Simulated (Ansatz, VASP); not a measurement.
# One calculation of HF, two programs

```
F H
1.0
     5.88676    0.00000    0.00000
     0.00000    5.88676    0.00000
     0.00000    0.00000    5.88676
F H
6 6
Direct
  0.33741 0.43349 0.84392
  0.86791 0.75011 0.63212
  0.65101 0.30735 0.05478
  0.70661 0.66530 0.26098
  0.34456 0.14994 0.36915
  0.26091 0.81877 0.74184
  0.31507 0.59674 0.80185
  0.81263 0.71103 0.48031
  0.52570 0.36406 0.95096
  0.70160 0.51492 0.18992
  0.45822 0.15727 0.25518
  0.10613 0.80874 0.67932
```

Alike in both runs: functional PBE; dispersion D3(BJ); k mesh 1 × 1 × 1; occupations fermi-dirac, width 0.02 eV; no spin polarisation.

Ansatz relaxed the structure, and its values are those at the end. VASP's run is a single point on that final structure, the one shown.

```csv
,VASP,Ansatz
version,VASP 6.6.1,Ansatz 0.2.0
potentials or method,"VASP PAW PBE potentials, release 64 (F, H), cutoff 520 eV","scalar-relativistic, plane waves, PAW"
valence electrons in the cell,48,48
```

```csv
,VASP,Ansatz,Ansatz less VASP
gap on the k mesh at the Fermi level (eV),6.87,6.90,+0.030
rms of the force components (eV/Å),0.122,0.102,-0.0201
```

One of these differences is far larger than is usual between the two programs; its cause wasn't traced. Ansatz's warnings: xc potential rough in thin density.
